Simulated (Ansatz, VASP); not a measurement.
# K in VASP and in Ansatz

```
CELL_PARAMETERS angstrom
4.60675 0.00000 0.00000
-2.30338 3.98956 0.00000
0.00000 0.00000 7.53427
ATOMIC_POSITIONS crystal
K 0.33333 0.66667 0.25000
K 0.66667 0.33333 0.75000
```

Alike in both runs: functional PBE; dispersion D3(BJ); k mesh 12 × 12 × 6; occupations gaussian, width 0.1 eV; no spin polarisation.

Ansatz relaxed the structure, and its values are those at the end. VASP's run is a single point on that final structure, the one shown.

|  | VASP | Ansatz |
| --- | --- | --- |
| version | VASP 6.6.1 | Ansatz 0.2.0 |
| potentials or method | VASP PAW PBE potentials, release 64 (K_sv), cutoff 520 eV | scalar-relativistic, plane waves, PAW |
| valence electrons in the cell | 18 | 18 |

```tsv
	VASP	Ansatz	Ansatz less VASP
gap on the k mesh at the Fermi level (eV)	none	none	-
pressure (GPa)	0.0	0.0	+0.01
```

A gap of «none» marks a metal or a gap that the smearing closes.
